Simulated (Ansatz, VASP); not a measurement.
Given: the input of a run of VASP 6.6.1 on Ni.

INCAR

```
SYSTEM = Ni
PREC     = Accurate       ! precision mode
ENCUT    = 590            ! plane-wave cutoff, eV
EDIFF    = 1E-6           ! SCF threshold, eV
ISMEAR   = -1             ! smearing method
SIGMA    = 0.05           ! smearing width, eV
LREAL    = .FALSE.        ! projectors in reciprocal space
LASPH    = .TRUE.         ! aspherical terms in the spheres
NELM     = 200            ! most SCF steps
ALGO     = Normal         ! electronic algorithm
ISIF     = 2              ! what is computed and relaxed
LWAVE    = .FALSE.        ! write WAVECAR
LCHARG   = .TRUE.         ! write CHGCAR
ISPIN    = 2              ! spin polarisation
MAGMOM   = 0.5            ! initial moments
LORBIT   = 11             ! projections on sites
NUPDOWN  = 0.5            ! fixed moment
LMAXMIX  = 4              ! l up to which the mixer works
GGA      = PS             ! functional
LELF     = .TRUE.         ! ELF
LVHAR    = .TRUE.       
NBANDS   = 19             ! bands
GGA_COMPAT= .FALSE.
```

The input KPOINTS:

```
Automatic mesh
0
G
  11 11 11
  0 0 0
```

The input POSCAR:

```
Ni
1.0
    0.0000000000      1.7375729330      1.7375729330
    1.7375729330      0.0000000000      1.7375729330
    1.7375729330      1.7375729330      0.0000000000
Ni
1
Direct
    0.0000000000      0.0000000000      0.0000000000
```

Potentials or basis: VASP PAW PBE potentials, release 64 (Ni_sv_GW).

Launch:

```sh
$ cat potpaw_PBE.64/Ni_sv_GW/POTCAR > POTCAR
$ mpirun -np 1 vasp_std > vasp.out
```

Problem. Set up the same calculation for Ansatz 0.2.0. Potentials there: Ansatz PAW.

Solution. As run (the cutoff follows the program's own potentials):

The input input.yaml:

```yaml
crystal:
  lattice:
    - [0.0, 1.737572933, 1.737572933]
    - [1.737572933, 0.0, 1.737572933]
    - [1.737572933, 1.737572933, 0.0]
  atoms:
    - { symbol: Ni, position: [0.0, 0.0, 0.0], spin: 0.5 }
hamiltonian:
  xc: pbesol
  pseudopotentials: { kind: paw }
magnetization:
  spin_polarized: true
  initial_magnetization: 0.5
  spin_locking: { lock_magnetization: hard }
kpoints:
  mp_grid: { grid: [11, 11, 11] }
scf:
  occupations: { method: fermi_dirac, width: 0.05 }
  lower_state_search: "off"
output:
  forces: true
  stress: true
  eigenvalues: true
```

Potentials or basis: Ansatz PAW.

The run is started by

```console
$ ansatz run input.yaml --threads 2 --pin off --max-ram 5632MiB --backend cpu --events-out ev --progress --plain --runs-dir out
```

Both were run:

|  | VASP | Ansatz | Ansatz less VASP |
| --- | --- | --- | --- |
| pressure (GPa) | -6.9 | -2.9 | +4.04 |
| net moment per atom (μB) | 0.50 | 0.50 | 0.000 |
| size of the moment on the site where the two differ most (μB) | 0.53 | 0.53 | -0.001 |

VASP's potentials were made for PBE, not for PBEsol. Site moments also hang on the region over which each program counts them.
